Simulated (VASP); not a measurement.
# Bi (R-3m) in VASP: a series of runs

The runs below take Bi through single point, relaxation of cell and atoms, with LDA, PBE+D4, PBE+D3(BJ).

Everything below comes from runs of VASP 6.6.1. Logs are shortened: lines on timing, memory, paths and dates and some standing lists are left out, and cuts for length are marked.

**1. The cell of the first run**

The structure is trigonal, space group R-3m (No. 166). The conventional cell has a = 4.522 Å, b = 4.522 Å, c = 12.065 Å, α = 90.00°, β = 90.00°, γ = 120.00°. Within 4.0 Å of Bi (site symmetry 3m) lie 6 Bi at 3.06 to 3.56 Å.

**2. Single point, LDA**

The input, INCAR:

```
ALGO = Normal
EDIFF = 1E-6
ENCUT = 520
ISIF = 2
ISMEAR = -1
LASPH = T
LCHARG = T
LELF = T
LREAL = F
LVHAR = T
LWAVE = F
NBANDS = 22
NELM = 100
PREC = Accurate
SIGMA = 0.02
```

The input, KPOINTS:

```
k-points
0
Gamma
  8 8 8
```

The input, POSCAR:

```
Bi
1.0
    2.2611931464      1.3055004718      4.0217690962
   -2.2611931464      1.3055004718      4.0217690962
    0.0000000000     -2.6110009436      4.0217690962
Bi
2
Direct
    0.2327530106      0.2327530106      0.2327530106
    0.7672469894      0.7672469894      0.7672469894
```

Potentials or basis: VASP PAW LDA potentials, release 64 (Bi_d).

Started as:

```
> cat potpaw_LDA.64/Bi_d/POTCAR > POTCAR
> mpirun -np 1 vasp_std > vasp.out
```

OUTCAR:

```text
EDIFF = 1E-6
   ENCUT = 520
   ISIF = 2
   ISMEAR = -1
   LASPH = T
   LREAL = F
   NELM = 100
   PREC = Accurate

 ion  position               nearest neighbor table
   1  0.233  0.233  0.233-   2 3.06   2 3.06   2 3.06   2 3.56   2 3.56   2 3.56
   2  0.767  0.767  0.767-   1 3.06   1 3.06   1 3.06   1 3.56   1 3.56   1 3.56

  LATTYP: Found a trigonal (rhomboedric) cell.
 ALAT       =     4.7949924495
 COS(alpha) =     0.5552361701

  Lattice vectors:

 A1 = (   2.2611931464,   1.3055004718,   4.0217690962)
 A2 = (  -2.2611931464,   1.3055004718,   4.0217690962)
 A3 = (   0.0000000000,  -2.6110009436,   4.0217690962)

Analysis of symmetry for initial positions (statically):
=====================================================================
 Subroutine PRICEL returns:
 Original cell was already a primitive cell.

 Routine SETGRP: Setting up the symmetry group for a
 trigonal (rhombohedral) supercell.

 Subroutine GETGRP returns: Found 12 space group operations
 (whereof 12 operations were pure point group operations)
 out of a pool of 12 trial point group operations.

The static configuration has the point symmetry D_3d.
[... 5 lines left out ...]

 Routine SETGRP: Setting up the symmetry group for a
 trigonal (rhombohedral) supercell.

 Subroutine GETGRP returns: Found 12 space group operations
 (whereof 12 operations were pure point group operations)
 out of a pool of 12 trial point group operations.

The dynamic configuration has the point symmetry D_3d.

 Subroutine INISYM returns: Found 12 space group operations
 (whereof 12 operations are pure point group operations),
 and found     1 'primitive' translations

----------------------------------------------------------------------------------------

                                     Primitive cell

  volume of cell :      71.2333

  direct lattice vectors                    reciprocal lattice vectors
     2.261193146  1.305500472  4.021769096     0.221122199  0.127664961  0.082882265
    -2.261193146  1.305500472  4.021769096    -0.221122199  0.127664961  0.082882265
     0.000000000 -2.611000944  4.021769096     0.000000000 -0.255329922  0.082882265

  length of vectors
     4.794992449  4.794992449  4.794992449     0.268445225  0.268445225  0.268445225

  position of ions in fractional coordinates (direct lattice)
     0.232753011  0.232753011  0.232753011
     0.767246989  0.767246989  0.767246989

  ion indices of the primitive-cell ions
   primitive index   ion index
                 1           1
                 2           2

----------------------------------------------------------------------------------------

 KPOINTS: k-points

Automatic generation of k-mesh.
 Grid dimensions read from file:
 generate k-points for:    8    8    8

 Generating k-lattice:

  Cartesian coordinates                     Fractional coordinates (reciprocal lattice)
     0.027640275  0.015958120  0.010360283     0.125000000  0.000000000  0.000000000
    -0.027640275  0.015958120  0.010360283     0.000000000  0.125000000  0.000000000
     0.000000000 -0.031916240  0.010360283     0.000000000  0.000000000  0.125000000

  Length of vectors
     0.033555653  0.033555653  0.033555653

  Shift w.r.t. Gamma in fractional coordinates (k-lattice)
     0.000000000  0.000000000  0.000000000

 Subroutine IBZKPT returns following result:
 ===========================================

 Found     65 irreducible k-points:

 Following reciprocal coordinates:
            Coordinates               Weight
  0.000000  0.000000  0.000000      1.000000
  0.125000 -0.000000  0.000000      6.000000
  0.250000 -0.000000  0.000000      6.000000
  0.375000 -0.000000  0.000000      6.000000
  0.500000 -0.000000  0.000000      3.000000
  0.125000  0.125000  0.000000      6.000000
[... 16 lines left out ...]
  0.250000  0.125000  0.125000      6.000000
  0.375000  0.125000  0.125000      6.000000
 [... further k-points ...]
   k-points           NKPTS =     65   k-points in BZ     NKDIM =     65   number of bands    NBANDS=     22
   number of dos      NEDOS =    301   number of ions     NIONS =      2
   total plane-waves  NPLWV =  46656
   dimension x,y,z NGX =    36 NGY =   36 NGZ =   36
   dimension x,y,z NGXF=    72 NGYF=   72 NGZF=   72
   ions per type =               2
   NGX,Y,Z   is equivalent  to a cutoff of  12.48, 12.48, 12.48 a.u.
   NGXF,Y,Z  is equivalent  to a cutoff of  24.96, 24.96, 24.96 a.u.
 SYSTEM =  unknown system
   PREC   = accura    normal or accurate (medium, high low for compatibility)
   ISTART =      0    job   : 0-new  1-cont  2-samecut
   ICHARG =      2    charge: 1-file 2-atom 10-const
   ISPIN  =      1    spin polarized calculation?
   LNONCOLLINEAR =      F non collinear calculations
   LSORBIT =      F    spin-orbit coupling
   LASPH  =      T    aspherical Exc in radial PAW
   ENCUT  =  520.0 eV  38.22 Ry    6.18 a.u.   8.92  8.92  8.92*2*pi/ulx,y,z
   NELM   =    100;   NELMIN=  2; NELMDL= -5     # of ELM steps
   EDIFF  = 0.1E-05   stopping-criterion for ELM
   LREAL  =      F    real-space projection
   EDIFFG = 0.1E-04   stopping-criterion for IOM
   NSW    =      0    number of steps for IOM
   IBRION =     -1    ionic relax: 0-MD 1-quasi-New 2-CG
   NFREE  =      0    steps in history (QN), initial steepest desc. (CG)
   ISIF   =      2    stress and relaxation
   ISYM   =      2    0-nonsym 1-usesym 2-fastsym
   POTIM  = 0.5000    time-step for ionic-motion
   TEBEG  =    0.0;   TEEND  =   0.0 temperature during run
   PSTRESS=    0.0 pullay stress
   NELECT =      30.0000    total number of electrons
   NUPDOWN=      -1.0000    fix difference up-down
   EMIN   =  10.00;   EMAX   =-10.00  energy-range for DOS
   EFERMI =   0.00;   METHOD = LEGACY
   ISMEAR =    -1;   SIGMA  =   0.02  broadening in eV -4-tet -1-fermi 0-gaus
   EFERMI_NEDOS =   21; number of points for ismear=-14 and -15
   IALGO  =     38    algorithm
   IMIX   =      4    mixing-type and parameters
     AMIX     =   0.40;   BMIX     =  1.00
     AMIX_MAG =   1.60;   BMIX_MAG =  1.00
  volume/ion in A,a.u.               =      35.62       240.35
  Fermi-wavevector in a.u.,A,eV,Ry     =   1.227121  2.318923 20.488022  1.505827
  Thomas-Fermi vector in A             =   2.362097
   LORBIT       =      0    0 simple, 1 ext, 2 COOP (PROOUT), +10 PAW based schemes
   GGA     = CA    functional components
   LHFCALC =     F    Hartree Fock is set to
   AEXX    =    0.0000 exact exchange contribution
   IVDW    =     0    specifies the selected vdW correction
   LEPSILON=     F    determine dielectric tensor
   LRPA    =     F    only Hartree local field effects (RPA)
 non-spin polarized calculation
  energy-cutoff  :      520.00
  volume of cell :       71.23
 maximum number of plane-waves:      1944
   NGX = 17   NGY = 17   NGZ = 17

 number of electron      30.0000003 magnetization

 Free energy of the ion-electron system (eV)
  ---------------------------------------------------
  ext. energy  EPLUGINS =         0.00000000
  ---------------------------------------------------
  free energy    TOTEN  =        -9.10511445 eV

  energy without entropy =       -9.10455690  energy(sigma->0) =       -9.10483567

 E-fermi :   5.9282     XC(G=0):  -9.7370

 val. band max:        5.9139917516   @ k =  -0.3750   0.5000   0.3750
 cond. band min:       6.1361640498   @ k =   0.3750   0.1250   0.1250
 fundamental gap:      0.2221722982
 Fermi energy:         5.9281897520

 k-point     1 :       0.0000    0.0000    0.0000
  band No.  band energies     occupation
      1     -16.9149      2.00000
      2     -16.9149      2.00000
      3     -16.7610      2.00000
      4     -16.7610      2.00000
      5     -16.7447      2.00000
      6     -16.5765      2.00000
[... 14 lines left out ...]
     21      11.8761      0.00000
     22      11.9905      0.00000

 k-point     2 :       0.1250   -0.0000    0.0000
  band No.  band energies     occupation
      1     -16.9046      2.00000
      2     -16.9006      2.00000
      3     -16.7566      2.00000
      4     -16.7522      2.00000
      5     -16.7372      2.00000
      6     -16.5836      2.00000
[... 14 lines left out ...]
     21      12.0302      0.00000
     22      13.1558      0.00000

 k-point     3 :       0.2500   -0.0000    0.0000
  band No.  band energies     occupation
      1     -16.8773      2.00000
      2     -16.8600      2.00000
      3     -16.7468      2.00000
      4     -16.7280      2.00000
      5     -16.7142      2.00000
      6     -16.6078      2.00000
[... 14 lines left out ...]
     21      12.7724      0.00000
     22      15.2619      0.00000

 k-point     4 :       0.3750   -0.0000    0.0000
  band No.  band energies     occupation
      1     -16.8445      2.00000
      2     -16.8004      2.00000
      3     -16.7369      2.00000
      4     -16.6943      2.00000
      5     -16.6832      2.00000
      6     -16.6453      2.00000
[... 14 lines left out ...]
     21      14.0787      0.00000
     22      15.6844      0.00000

 k-point     5 :       0.5000   -0.0000    0.0000
  band No.  band energies     occupation
      1     -16.8282      2.00000
      2     -16.7513      2.00000
      3     -16.7312      2.00000
      4     -16.7036      2.00000
      5     -16.6648      2.00000
      6     -16.6509      2.00000
[... 417 lines left out ...]
 k-point    22 :       0.1250    0.1250    0.1250
  band No.  band energies     occupation
      1     -16.9053      2.00000
      2     -16.9053      2.00000
      3     -16.7570      2.00000
      4     -16.7570      2.00000
      5     -16.7406      2.00000
      6     -16.5801      2.00000
[... 14 lines left out ...]
     21      12.0698      0.00000
     22      12.9186      0.00000

 k-point    23 :       0.2500    0.1250    0.1250
  band No.  band energies     occupation
      1     -16.8965      2.00000
      2     -16.8803      2.00000
      3     -16.7488      2.00000
      4     -16.7479      2.00000
      5     -16.7318      2.00000
      6     -16.5882      2.00000
[... 14 lines left out ...]
     21      12.3415      0.00000
     22      13.4719      0.00000

 k-point    24 :       0.3750    0.1250    0.1250
  band No.  band energies     occupation
      1     -16.8619      2.00000
      2     -16.8484      2.00000
      3     -16.7353      2.00000
      4     -16.7263      2.00000
      5     -16.7122      2.00000
      6     -16.6085      2.00000
[... 14 lines left out ...]
     21      13.2431      0.00000
     22      14.8902      0.00000

 [... further k-points ...]
[... 5 lines left out ...]
  --------------------------------------------------------------------------------------
  -------------------------------------------------------------------------------------
  Total       -0.6867581     -0.6867581     -0.8676858      0.0000000      0.0000000      0.0000000
  in kB      -15.4465423    -15.4465423    -19.5159641      0.0000000      0.0000000      0.0000000
  external PRESSURE =     -16.8030162 kB  Pullay stress =       0.0000000 kB

 VOLUME and BASIS-vectors are now :
 -----------------------------------------------------------------------------
  energy-cutoff  :      520.00
  volume of cell :       71.23
      direct lattice vectors                 reciprocal lattice vectors
     2.261193146  1.305500472  4.021769096     0.221122199  0.127664961  0.082882265
    -2.261193146  1.305500472  4.021769096    -0.221122199  0.127664961  0.082882265
     0.000000000 -2.611000944  4.021769096     0.000000000 -0.255329922  0.082882265

 POSITION                                       TOTAL-FORCE (eV/Angst)
 -----------------------------------------------------------------------------------
      0.00000      0.00000      2.80824         0.000000     -0.000000      0.070502
      0.00000      0.00000      9.25707         0.000000      0.000000     -0.070502
 -----------------------------------------------------------------------------------
    total drift:                                0.000000     -0.000000     -0.000000

  FREE ENERGIE OF THE ION-ELECTRON SYSTEM (eV)
  ---------------------------------------------------
  free  energy   TOTEN  =        -9.1051144482 eV

  energy  without entropy=       -9.1045568956  energy(sigma->0) =       -9.10483567
```

It took 34 s on 1 thread of Intel Xeon 6975P-C (Granite Rapids), shared host; peak memory 0.21 GiB.

Results:

```
Free energy            : -9.1051 eV
Pressure               : -1.7 GPa
Largest force          : 0.071 eV/Å
Band gap on the k mesh : zero (band 15 reaches 5.91 eV, above the bottom of band 16 at 5.71 eV)
```

Forces on the atoms (eV/Å):
```
Bi   0.000  0.000  0.071
Bi   0.000  0.000 -0.071
```

Levels at points of the mesh, in eV from the Fermi level:
```tsv
k point	band 12	band 13	band 14	band 15	band 16	band 17	band 18	band 19
(0.00, 0.00, 0.00)	-7.50	-1.55	-1.12	-1.12	2.39	2.91	2.91	5.71
(0.50, 0.00, 0.00)	-10.45	-1.47	-1.22	-0.27	-0.22	0.55	1.16	7.30
(0.50, 0.50, 0.00)	-9.47	-4.58	-2.99	-2.79	2.35	4.84	5.45	6.59
(0.50, 0.50, 0.50)	-9.81	-0.89	-0.56	-0.56	0.83	0.83	0.90	6.82
```

Caveat: spin-orbit coupling is left out, which moves the levels of the heavy elements.

**3. Relaxation of cell and atoms, PBE+D4**

This run uses another cell than the first one, of 34.87 Å³/atom, 0.979 times its volume.

The input, INCAR:

```
ALGO = Normal
EDIFF = 1E-7
EDIFFG = -0.005
ENCUT = 600
GGA = PE
IBRION = 2
ISIF = 3
ISMEAR = -1
IVDW = 13
LASPH = True
LCHARG = False
LREAL = False
LWAVE = False
NELM = 100
NSW = 80
PREC = Accurate
SIGMA = 0.02
```

The input, KPOINTS:

```
k-points
0
Gamma
  6 6 6
```

The input, POSCAR:

```
Bi
1.0
    2.2631390234      1.3066239244      3.9308538311
   -2.2631390234      1.3066239244      3.9308538311
    0.0000000000     -2.6132478488      3.9308538311
Bi
2
Direct
    0.2353105711      0.2353105711      0.2353105711
    0.7646894289      0.7646894289      0.7646894289
```

Potentials or basis: VASP PAW PBE potentials, release 64 (Bi_d).

Started as:

```
> cat potpaw_PBE.64/Bi_d/POTCAR > POTCAR
> mpirun -np 1 vasp_std > vasp.out
```

It took 1.7 min on 1 thread of Intel Xeon 6975P-C (Granite Rapids), shared host; peak memory 0.25 GiB.

It converged, with:

```
Free energy                            : -8.7663 eV
Relaxed volume                         : 34.77 Å³/atom
Relaxed cell                           : a = 4.712 Å, b = 4.712 Å, c = 4.712 Å, α = 57.39°, β = 57.39°, γ = 57.39°
Space group after relaxing (to 0.05 Å) : R-3m (No. 166)
Energy gained by relaxing              : 0.0 meV/atom
Ionic steps                            : 6
Pressure after relaxing                : 0.0 GPa
Band gap on the k mesh                 : zero (band 15 reaches 6.38 eV, above the bottom of band 16 at 6.22 eV)
Dispersion energy per atom             : -0.499 eV
```

Final structure:
```cif
data_structure
_symmetry_space_group_name_H-M 'P 1'
_symmetry_Int_Tables_number 1
_cell_length_a 4.7120
_cell_length_b 4.7120
_cell_length_c 4.7120
_cell_angle_alpha 57.390
_cell_angle_beta 57.390
_cell_angle_gamma 57.390
_cell_volume 69.54
loop_
_atom_site_label
_atom_site_type_symbol
_atom_site_fract_x
_atom_site_fract_y
_atom_site_fract_z
_atom_site_occupancy
Bi1 Bi 0.23553 0.23553 0.23553 1
Bi2 Bi 0.76447 0.76447 0.76447 1
```

Levels at points of the mesh, in eV from the Fermi level:
```
           k point  band 11  band 12  band 13  band 14  band 15  band 16  band 17  band 18  band 19
(0.00, 0.00, 0.00)   -13.06    -7.34    -1.44    -1.13    -1.13     2.72     3.10     3.10     5.65
(0.50, 0.00, 0.00)   -11.08   -10.49    -1.18    -1.01    -0.18    -0.17     0.52     0.99     7.67
(0.50, 0.50, 0.00)   -11.19    -9.35    -4.70    -3.01    -2.85     2.50     5.08     5.50     6.96
(0.50, 0.50, 0.50)   -11.73    -9.96    -0.76    -0.47    -0.47     0.70     0.70     0.76     7.22
```

Caveat: spin-orbit coupling is left out, which moves the levels of the heavy elements; pairwise dispersion overbinds metals, which lowers pressure and volume.

[end of part 1 of 2]
